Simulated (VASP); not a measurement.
Crystal: PbO.

```
CELL_PARAMETERS angstrom
3.97808 0.00000 0.00000
0.00000 3.97808 0.00000
0.00000 0.00000 5.01271
ATOMIC_POSITIONS crystal
Pb 0.50000 0.00000 0.23680
Pb 0.00000 0.50000 0.76320
O 0.00000 0.00000 0.00000
O 0.50000 0.50000 0.00000
```

```yaml
Program: VASP 6.6.1
Task: relaxation of cell and atoms
Functional: PBE
Dispersion: D3(BJ)
Potentials_or_basis: VASP PAW PBE potentials, release 64 (Pb_d, O)
Cutoff: 600 eV
k_mesh: 8 × 8 × 6
Occupations: gaussian, width 0.02 eV
Spin: no spin polarisation
```

At the start: pressure 2.5 GPa; volume 19.83 Å³/atom.

Problem. Where does the relaxation end?

Solution. Over 13 steps the energy falls by 5.0 meV/atom and the volume is 20.20 Å³/atom (+1.9 %); space group P4/nmm (No. 129, to 0.1 Å) before and after.

Step by step:
```csv
step,energy change (eV),largest force (eV/Å),pressure (GPa),volume (Å³)
1,0.0000,0.3701,2.47,79.33
2,-0.0032,0.4550,-1.94,82.89
3,-0.0177,0.0743,0.04,81.16
4,-0.0189,0.0355,0.03,81.30
5,-0.0196,0.0215,-0.03,81.51
6,-0.0197,0.0150,-0.06,81.47
7,-0.0199,0.0019,-0.13,81.33
8,-0.0200,0.0352,-0.20,81.05
9,-0.0200,0.0250,-0.18,81.13
10,-0.0200,0.0228,-0.17,81.08
11,-0.0201,0.0117,-0.09,80.94
12,-0.0201,0.0108,0.08,80.67
13,-0.0201,0.0009,0.01,80.80
```

Final structure:
```cif
data_structure
_symmetry_space_group_name_H-M 'P 1'
_symmetry_Int_Tables_number 1
_cell_length_a 4.0362
_cell_length_b 4.0362
_cell_length_c 4.9598
_cell_angle_alpha 90.000
_cell_angle_beta 90.000
_cell_angle_gamma 90.000
_cell_volume 80.80
loop_
_atom_site_label
_atom_site_type_symbol
_atom_site_fract_x
_atom_site_fract_y
_atom_site_fract_z
_atom_site_occupancy
Pb1 Pb 0.50000 0.00000 0.23946 1
Pb2 Pb 0.00000 0.50000 0.76054 1
O1 O 0.00000 0.00000 0.00000 1
O2 O 0.50000 0.50000 0.00000 1
```
